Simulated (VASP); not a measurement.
# La (P6_3/mmc) in VASP: a series of runs

La is run at these levels: LDA; tasks: single point.

Program: VASP 6.6.1. These are calculated values, not measurements. Logs are shortened: lines on timing, memory, paths and dates and some standing lists are left out, and cuts for length are marked.

## Step 1: The cell of the first run

Symmetry: P6_3/mmc, No. 194, hexagonal system. Conventional cell: a = 3.594 Å, b = 3.594 Å, c = 11.521 Å, α = 90.00°, β = 90.00°, γ = 120.00°. La (site symmetry -3m) has 12 La at 3.55 to 3.59 Å within 4.7 Å. Within 4.7 Å of La (site symmetry -6m2) lie 12 La at 3.55 to 3.59 Å.

## Step 2: Single point, LDA

The input, INCAR:

```
ALGO = Normal
EDIFF = 1E-7
ENCUT = 520
ISIF = 2
ISMEAR = -1
LASPH = True
LCHARG = False
LREAL = False
LWAVE = False
NBANDS = 30
NELM = 80
PREC = Accurate
SIGMA = 0.05
```

The input, KPOINTS:

```
k-points
0
Gamma
  16 16 5
```

The input, POSCAR:

```
La
1.0
    3.5936932879      0.0000000000      0.0000000000
   -1.7968466439      3.1122296807      0.0000000000
    0.0000000000      0.0000000000     11.5207997768
La
4
Direct
    0.0000000000      0.0000000000      0.0000000000
    0.0000000000      0.0000000000      0.5000000000
    0.3333333333      0.6666666667      0.7500000000
    0.6666666667      0.3333333333      0.2500000000
```

Potentials or basis: VASP PAW LDA potentials, release 64 (La).

The run is started by

```
$ cat potpaw_LDA.64/La/POTCAR > POTCAR
$ mpirun -np 1 vasp_std > vasp.out
```

OUTCAR:

```text
EDIFF = 1E-7
   ENCUT = 520
   ISIF = 2
   ISMEAR = -1
   LASPH = True
   LREAL = False
   NELM = 80
   PREC = Accurate

 ion  position               nearest neighbor table
   1  0.000  0.000  0.000-   3 3.55   4 3.55   3 3.55   4 3.55   4 3.55   3 3.55
   2  0.000  0.000  0.500-   3 3.55   4 3.55   3 3.55   4 3.55   4 3.55   3 3.55
   3  0.333  0.667  0.750-   1 3.55   2 3.55   1 3.55   2 3.55   1 3.55   2 3.55
   4  0.667  0.333  0.250-   1 3.55   2 3.55   1 3.55   2 3.55   1 3.55   2 3.55

  LATTYP: Found a hexagonal cell.
 ALAT       =     3.5936932879
 C/A-ratio  =     3.2058383545

  Lattice vectors:

 A1 = (   3.5936932879,   0.0000000000,   0.0000000000)
 A2 = (  -1.7968466439,   3.1122296807,   0.0000000000)
 A3 = (   0.0000000000,   0.0000000000,  11.5207997768)

Analysis of symmetry for initial positions (statically):
=====================================================================
 Subroutine PRICEL returns:
 Original cell was already a primitive cell.

 Routine SETGRP: Setting up the symmetry group for a
 hexagonal supercell.

 Subroutine GETGRP returns: Found 24 space group operations
 (whereof 12 operations were pure point group operations)
 out of a pool of 24 trial point group operations.

The static configuration has the point symmetry D_3d.
 The point group associated with its full space group is D_6h.

Analysis of symmetry for dynamics (positions and initial velocities):
=====================================================================
 Subroutine PRICEL returns:
 Original cell was already a primitive cell.

 Routine SETGRP: Setting up the symmetry group for a
 hexagonal supercell.

 Subroutine GETGRP returns: Found 24 space group operations
 (whereof 12 operations were pure point group operations)
 out of a pool of 24 trial point group operations.

The dynamic configuration has the point symmetry D_3d.
 The point group associated with its full space group is D_6h.

 Subroutine INISYM returns: Found 24 space group operations
 (whereof 12 operations are pure point group operations),
 and found     1 'primitive' translations

----------------------------------------------------------------------------------------

                                     Primitive cell

  volume of cell :     128.8532

  direct lattice vectors                    reciprocal lattice vectors
     3.593693288  0.000000000  0.000000000     0.278265261  0.160656523  0.000000000
    -1.796846644  3.112229681  0.000000000     0.000000000  0.321313046  0.000000000
     0.000000000  0.000000000 11.520799777     0.000000000  0.000000000  0.086799529

  length of vectors
     3.593693288  3.593693288 11.520799777     0.321313046  0.321313046  0.086799529

  position of ions in fractional coordinates (direct lattice)
     0.000000000  0.000000000  0.000000000
     0.000000000  0.000000000  0.500000000
     0.333333333  0.666666667  0.750000000
     0.666666667  0.333333333  0.250000000

  ion indices of the primitive-cell ions
   primitive index   ion index
                 1           1
                 2           2
                 3           3
                 4           4

----------------------------------------------------------------------------------------

 KPOINTS: k-points

Automatic generation of k-mesh.
 Grid dimensions read from file:
 generate k-points for:   16   16    5

 Generating k-lattice:

  Cartesian coordinates                     Fractional coordinates (reciprocal lattice)
     0.017391579  0.010041033  0.000000000     0.062500000  0.000000000  0.000000000
     0.000000000  0.020082065  0.000000000     0.000000000  0.062500000  0.000000000
     0.000000000  0.000000000  0.017359906     0.000000000  0.000000000  0.200000000

  Length of vectors
     0.020082065  0.020082065  0.017359906

  Shift w.r.t. Gamma in fractional coordinates (k-lattice)
     0.000000000  0.000000000  0.000000000

 Subroutine IBZKPT returns following result:
 ===========================================

 Found     90 irreducible k-points:

 Following reciprocal coordinates:
            Coordinates               Weight
  0.000000  0.000000  0.000000      1.000000
  0.062500  0.000000  0.000000      6.000000
  0.125000  0.000000  0.000000      6.000000
  0.187500  0.000000  0.000000      6.000000
  0.250000  0.000000  0.000000      6.000000
  0.312500  0.000000  0.000000      6.000000
[... 16 lines left out ...]
  0.187500  0.187500  0.000000      6.000000
  0.250000  0.187500  0.000000     12.000000
 [... further k-points ...]
   k-points           NKPTS =     90   k-points in BZ     NKDIM =     90   number of bands    NBANDS=     30
   number of dos      NEDOS =    301   number of ions     NIONS =      4
   total plane-waves  NPLWV =  70560
   dimension x,y,z NGX =    28 NGY =   28 NGZ =   90
   dimension x,y,z NGXF=    56 NGYF=   56 NGZF=  180
   ions per type =               4
   NGX,Y,Z   is equivalent  to a cutoff of  12.95, 12.95, 12.99 a.u.
   NGXF,Y,Z  is equivalent  to a cutoff of  25.91, 25.91, 25.97 a.u.
 SYSTEM =  unknown system
   PREC   = accura    normal or accurate (medium, high low for compatibility)
   ISTART =      0    job   : 0-new  1-cont  2-samecut
   ICHARG =      2    charge: 1-file 2-atom 10-const
   ISPIN  =      1    spin polarized calculation?
   LNONCOLLINEAR =      F non collinear calculations
   LSORBIT =      F    spin-orbit coupling
   LASPH  =      T    aspherical Exc in radial PAW
   ENCUT  =  520.0 eV  38.22 Ry    6.18 a.u.   6.68  6.68 21.42*2*pi/ulx,y,z
   NELM   =     80;   NELMIN=  2; NELMDL= -5     # of ELM steps
   EDIFF  = 0.1E-06   stopping-criterion for ELM
   LREAL  =      F    real-space projection
   EDIFFG = 0.1E-05   stopping-criterion for IOM
   NSW    =      0    number of steps for IOM
   IBRION =     -1    ionic relax: 0-MD 1-quasi-New 2-CG
   NFREE  =      0    steps in history (QN), initial steepest desc. (CG)
   ISIF   =      2    stress and relaxation
   ISYM   =      2    0-nonsym 1-usesym 2-fastsym
   POTIM  = 0.5000    time-step for ionic-motion
   TEBEG  =    0.0;   TEEND  =   0.0 temperature during run
   PSTRESS=    0.0 pullay stress
   NELECT =      44.0000    total number of electrons
   NUPDOWN=      -1.0000    fix difference up-down
   EMIN   =  10.00;   EMAX   =-10.00  energy-range for DOS
   EFERMI =   0.00;   METHOD = LEGACY
   ISMEAR =    -1;   SIGMA  =   0.05  broadening in eV -4-tet -1-fermi 0-gaus
   EFERMI_NEDOS =   21; number of points for ismear=-14 and -15
   IALGO  =     38    algorithm
   IMIX   =      4    mixing-type and parameters
     AMIX     =   0.40;   BMIX     =  1.00
     AMIX_MAG =   1.60;   BMIX_MAG =  1.00
  volume/ion in A,a.u.               =      32.21       217.39
  Fermi-wavevector in a.u.,A,eV,Ry     =   1.144267  2.162351 17.814741  1.309347
  Thomas-Fermi vector in A             =   2.280959
   LORBIT       =      0    0 simple, 1 ext, 2 COOP (PROOUT), +10 PAW based schemes
   GGA     = CA    functional components
   LHFCALC =     F    Hartree Fock is set to
   AEXX    =    0.0000 exact exchange contribution
   IVDW    =     0    specifies the selected vdW correction
   LEPSILON=     F    determine dielectric tensor
   LRPA    =     F    only Hartree local field effects (RPA)
 non-spin polarized calculation
  energy-cutoff  :      520.00
  volume of cell :      128.85
 maximum number of plane-waves:      3523
 NGX is ok and might be reduce to    28
   NGX = 13   NGY = 13   NGZ = 43

 number of electron      44.0000002 magnetization

 Free energy of the ion-electron system (eV)
  ---------------------------------------------------
  ext. energy  EPLUGINS =         0.00000000
  ---------------------------------------------------
  free energy    TOTEN  =       -22.35779552 eV

  energy without entropy =      -22.31187294  energy(sigma->0) =      -22.33483423

 E-fermi :   9.1388     XC(G=0): -10.3550

 val. band max:        9.1382145681   @ k =   0.1250   0.0625   0.4000
 cond. band min:       9.1390983356   @ k =   0.1875   0.1250   0.2000
 fundamental gap:      0.0008837675
 Fermi energy:         9.1388271623

 k-point     1 :       0.0000    0.0000    0.0000
  band No.  band energies     occupation
      1     -23.5103      2.00000
      2     -23.3326      2.00000
      3     -23.3306      2.00000
      4     -23.1424      2.00000
      5      -8.2586      2.00000
      6      -7.2695      2.00000
[... 22 lines left out ...]
     29      10.5515      0.00000
     30      10.6763      0.00000

 k-point     2 :       0.0625    0.0000    0.0000
  band No.  band energies     occupation
      1     -23.4995      2.00000
      2     -23.3246      2.00000
      3     -23.3225      2.00000
      4     -23.1374      2.00000
      5      -8.2349      2.00000
      6      -7.2770      2.00000
[... 22 lines left out ...]
     29      10.6957      0.00000
     30      10.7682      0.00000

 k-point     3 :       0.1250    0.0000    0.0000
  band No.  band energies     occupation
      1     -23.4685      2.00000
      2     -23.3016      2.00000
      3     -23.2996      2.00000
      4     -23.1236      2.00000
      5      -8.1653      2.00000
      6      -7.3091      2.00000
[... 22 lines left out ...]
     29      10.7307      0.00000
     30      10.8017      0.00000

 k-point     4 :       0.1875    0.0000    0.0000
  band No.  band energies     occupation
      1     -23.4205      2.00000
      2     -23.2669      2.00000
      3     -23.2648      2.00000
      4     -23.1038      2.00000
      5      -8.0551      2.00000
      6      -7.4002      2.00000
[... 22 lines left out ...]
     29      10.7183      0.00000
     30      10.7533      0.00000

 k-point     5 :       0.2500    0.0000    0.0000
  band No.  band energies     occupation
      1     -23.3609      2.00000
      2     -23.2255      2.00000
      3     -23.2233      2.00000
      4     -23.0824      2.00000
      5      -7.9182      2.00000
      6      -7.5741      2.00000
[... 22 lines left out ...]
     29      10.5624      0.00000
     30      10.8718      0.00000
[... 526 lines left out ...]
     29      10.9281      0.00000
     30      10.9899      0.00000

 k-point    22 :       0.4375    0.1250    0.0000
  band No.  band energies     occupation
      1     -23.1570      2.00000
      2     -23.1071      2.00000
      3     -23.1043      2.00000
      4     -23.0538      2.00000
      5      -8.1194      2.00000
      6      -8.0663      2.00000
[... 22 lines left out ...]
     29      10.9976      0.00000
     30      11.0507      0.00000

 k-point    23 :       0.1875    0.1875    0.0000
  band No.  band energies     occupation
      1     -23.2819      2.00000
      2     -23.1739      2.00000
      3     -23.1715      2.00000
      4     -23.0605      2.00000
      5      -7.7358      2.00000
      6      -7.7149      2.00000
[... 22 lines left out ...]
     29      10.4515      0.00000
     30      10.5447      0.00000

 k-point    24 :       0.2500    0.1875    0.0000
  band No.  band energies     occupation
      1     -23.2256      2.00000
      2     -23.1405      2.00000
      3     -23.1381      2.00000
      4     -23.0516      2.00000
      5      -7.8619      2.00000
      6      -7.8343      2.00000
[... 22 lines left out ...]
     29      10.3891      0.00000
     30      10.6412      0.00000

 [... further k-points ...]

------------------------ aborting loop because EDIFF is reached ----------------------------------------

  FORCE on cell =-STRESS in cart. coord.  units (eV):
  Direction    XX          YY          ZZ          XY          YZ          ZX
  --------------------------------------------------------------------------------------
  -------------------------------------------------------------------------------------
  Total       -0.0762785     -0.0762785     -0.0866613     -0.0000000      0.0000000      0.0000000
  in kB       -0.9484570     -0.9484570     -1.0775581     -0.0000000      0.0000000      0.0000000
  external PRESSURE =      -0.9914907 kB  Pullay stress =       0.0000000 kB

 VOLUME and BASIS-vectors are now :
 -----------------------------------------------------------------------------
  energy-cutoff  :      520.00
  volume of cell :      128.85
      direct lattice vectors                 reciprocal lattice vectors
     3.593693288  0.000000000  0.000000000     0.278265261  0.160656523  0.000000000
    -1.796846644  3.112229681  0.000000000     0.000000000  0.321313046  0.000000000
     0.000000000  0.000000000 11.520799777     0.000000000  0.000000000  0.086799529

 POSITION                                       TOTAL-FORCE (eV/Angst)
 -----------------------------------------------------------------------------------
      0.00000      0.00000      0.00000         0.000000      0.000000     -0.000000
      0.00000      0.00000      5.76040         0.000000      0.000000     -0.000000
     -0.00000      2.07482      8.64060         0.000000     -0.000000      0.000000
      1.79685      1.03741      2.88020        -0.000000      0.000000     -0.000000
 -----------------------------------------------------------------------------------
    total drift:                               -0.000000      0.000000      0.000000

  FREE ENERGIE OF THE ION-ELECTRON SYSTEM (eV)
  ---------------------------------------------------
  free  energy   TOTEN  =       -22.3577955183 eV

  energy  without entropy=      -22.3118729381  energy(sigma->0) =      -22.33483423
```

Wall time 4 min (1 thread of AMD EPYC 9R45 (Zen 5), shared host); peak memory 0.38 GiB.

What came out:

| Quantity | Value |
| --- | --- |
| Free energy | -22.3578 eV |
| Pressure | -0.1 GPa |
| Band gap on the k mesh | zero (bands 22 and 23 overlap by 1.25 eV) |

Levels at points of the mesh, in eV from the Fermi level:
| k point | band 20 | band 21 | band 22 | band 23 | band 24 | band 25 |
| --- | --- | --- | --- | --- | --- | --- |
| (0.00, 0.00, 0.00) | -1.71 | 0.60 | 0.78 | 1.22 | 1.24 | 1.25 |
| (0.50, 0.00, 0.00) | -1.28 | -0.86 | -0.28 | -0.22 | 0.48 | 1.14 |

Caveat: spin-orbit coupling is left out, which moves the levels of the heavy elements.

## Step 3: Single point, LDA

The input, INCAR:

```
SYSTEM = La
ALGO = Normal ; EDIFF = 1E-6
ENCUT = 520 ; GGA = CA
ISIF = 2 ; ISMEAR = -1
LASPH = .True. ; LCHARG = .True.
LELF = .True. ; LREAL = .False.
LVHAR = .True. ; LWAVE = .False.
NBANDS = 30 ; NELM = 80
PREC = Accurate ; SIGMA = 0.05
```

The input, KPOINTS:

```
k-points
0
Gamma
  16 16 5
  0 0 0
```

Changes to POSCAR since step 2:

```diff
@@ -3,3 +3,3 @@
     3.5936932879      0.0000000000      0.0000000000
-   -1.7968466439      3.1122296807      0.0000000000
+   -1.7968466440      3.1122296807      0.0000000000
     0.0000000000      0.0000000000     11.5207997768
```

Potentials or basis: VASP PAW LDA potentials, release 64 (La).

The run is started by

```
$ cat potpaw_LDA.64/La/POTCAR > POTCAR
$ mpirun -np 1 vasp_std > vasp.out
```

Wall time 3.5 min (1 thread of AMD EPYC 9R45 (Zen 5), shared host); peak memory 0.39 GiB.

It converged, with:

- Free energy: -22.3578 eV
- Pressure: -0.1 GPa
- Band gap on the k mesh: zero (bands 22 and 23 overlap by 1.25 eV)

Levels at points of the mesh, in eV from the Fermi level:
```csv
k point,band 19,band 20,band 21,band 22,band 23,band 24,band 25,band 26
"(0.00, 0.00, 0.00)",-1.72,-1.71,0.60,0.78,1.22,1.24,1.25,1.26
"(0.50, 0.00, 0.00)",-1.84,-1.28,-0.86,-0.28,-0.22,0.48,1.14,1.17
```

Caveat: spin-orbit coupling is left out, which moves the levels of the heavy elements.

## Step 4: Single point, LDA

The input, INCAR:

```
SYSTEM = La
PREC = Accurate ; ENCUT = 520
EDIFF = 1E-6 ; ISMEAR = -1
SIGMA = 0.05 ; LREAL = .False.
LASPH = .True. ; NELM = 60
ALGO = Normal ; ISIF = 2
LWAVE = .False. ; LCHARG = .False.
NBANDS = 30
```

The input, KPOINTS:

```
Automatic mesh
0
Gamma
  16 16 5
  0 0 0
```

POSCAR is that of step 3.

The run is started by

```
$ cat potpaw_LDA.64/La/POTCAR > POTCAR
$ mpirun -np 1 vasp_std > vasp.out
```

It took 3.5 min on 1 thread of AMD EPYC 9R45 (Zen 5), shared host; peak memory 0.39 GiB.

Results (log left out):

```yaml
Free_energy: -22.3578 eV
Pressure: -0.1 GPa
Band_gap_on_the_k_mesh: zero (bands 22 and 23 overlap by 1.25 eV)
```

Levels at points of the mesh, in eV from the Fermi level:
```tsv
k point	band 19	band 20	band 21	band 22	band 23	band 24	band 25	band 26
(0.00, 0.00, 0.00)	-1.72	-1.71	0.60	0.78	1.22	1.24	1.25	1.26
(0.50, 0.00, 0.00)	-1.84	-1.28	-0.86	-0.28	-0.22	0.48	1.14	1.17
```

Caveat: spin-orbit coupling is left out, which moves the levels of the heavy elements.
